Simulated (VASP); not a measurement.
A run of VASP 6.6.1 is set up as follows.

File INCAR:

```
PREC = Accurate ; ENCUT = 520
EDIFF = 1E-7 ; ISMEAR = -1
SIGMA = 0.05 ; LREAL = F
LASPH = T ; NELM = 150
ALGO = Normal ; ISIF = 2
LWAVE = F ; LCHARG = F
ISPIN = 2 ; MAGMOM = 0 0 3 3 0 0 0 0 0
LORBIT = 11 ; LMAXMIX = 4
NBANDS = 47
```

File KPOINTS:

```
Automatic mesh
0
Gamma
  5 5 5
```

The input POSCAR:

```
CsLiCr2Te2S3
1.0
    3.3192900000      1.9163900000      6.8798200000
   -3.3192900000      1.9163900000      6.8798200000
    0.0000000000     -3.8327900000      6.8798200000
Cs Li Cr Te S
1 1 2 2 3
Direct
    0.0000000000      0.0000000000      0.0000000000
    0.5000000000      0.5000000000      0.5000000000
    0.7984800000      0.7984800000      0.7984800000
    0.2015200000      0.2015200000      0.2015200000
    0.6799000000      0.6799000000      0.6799000000
    0.3201000000      0.3201000000      0.3201000000
    0.1362600000      0.8637400000      0.5000000000
    0.5000000000      0.1362600000      0.8637400000
    0.8637400000      0.5000000000      0.1362600000
```

Potentials or basis: VASP PAW LDA potentials, release 64 (Cs_sv, Li_sv, Cr_pv, Te, S).

The run is started by

```console
$ cat potpaw_LDA.64/Cs_sv/POTCAR potpaw_LDA.64/Li_sv/POTCAR potpaw_LDA.64/Cr_pv/POTCAR potpaw_LDA.64/Te/POTCAR potpaw_LDA.64/S/POTCAR > POTCAR
$ mpirun -np 1 vasp_std > vasp.out
```

What does it give for the largest force?

0.513 eV/Å.

What does it give for the site moments?

Cs -0.01; Li +0.00; Cr +2.11; Te -0.14; S -0.06 μB.

What does it give for the band gap on the k mesh?

Zero (filled and empty bands overlap).

Forces in eV/Å, atoms in the order of the input:
```
Cs   0.000  0.000  0.000
Li   0.000  0.000  0.000
Cr   0.000  0.000 -0.015
Cr   0.000  0.000  0.015
Te   0.000  0.000  0.513
Te   0.000  0.000 -0.513
S   -0.426  0.000  0.000
S    0.213 -0.369  0.000
S    0.213  0.369  0.000
```

Caveat: spin-orbit coupling is left out, which moves the levels of the heavy elements; the run started ferromagnetic, and an antiferromagnetic order may lie lower in energy. With open d or f shells a metallic result of LDA can be an artefact of self-interaction; +U or a hybrid may open a gap.
